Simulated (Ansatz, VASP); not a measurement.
**TiS2: VASP beside Ansatz**

```
Ti S
1.0
     3.37650    0.00000    0.00000
    -1.68825    2.92413    0.00000
     0.00000    0.00000    5.76904
Ti S
1 2
Direct
  0.00000 0.00000 0.00000
  0.33333 0.66667 0.24602
  0.66667 0.33333 0.75398
```

Change from the starting cell: epitaxial_xy strain -1.0%.

Alike in both runs: task single point; functional PBE; k mesh 12 × 12 × 4; occupations fermi-dirac, width 0.02 eV; no spin polarisation.

|  | VASP | Ansatz |
| --- | --- | --- |
| version | VASP 6.6.1 | Ansatz 0.2.0 |
| potentials or method | VASP PAW PBE potentials, release 64 (Ti_sv, S) | plane waves, PAW |
| plane-wave cutoff (eV) | 500 | 420 |
| valence electrons in the cell | 24 | 24 |

Ansatz gave:

```
pressure (GPa)                                                : 2.7
traceless stress, the component that is largest in VASP (GPa) : 0.05
rms of the force components (eV/Å)                            : 0.057
```

Question: What did VASP give for the same quantities?

Answer: Pressure (GPa): 2.7; traceless stress, the component that is largest in VASP (GPa): 0.13; rms of the force components (eV/Å): 0.059.

Atom by atom the forces differ by 0.002 eV/Å (rms over components). With one functional, cell and mesh, what is left measures potentials, basis and numerics.
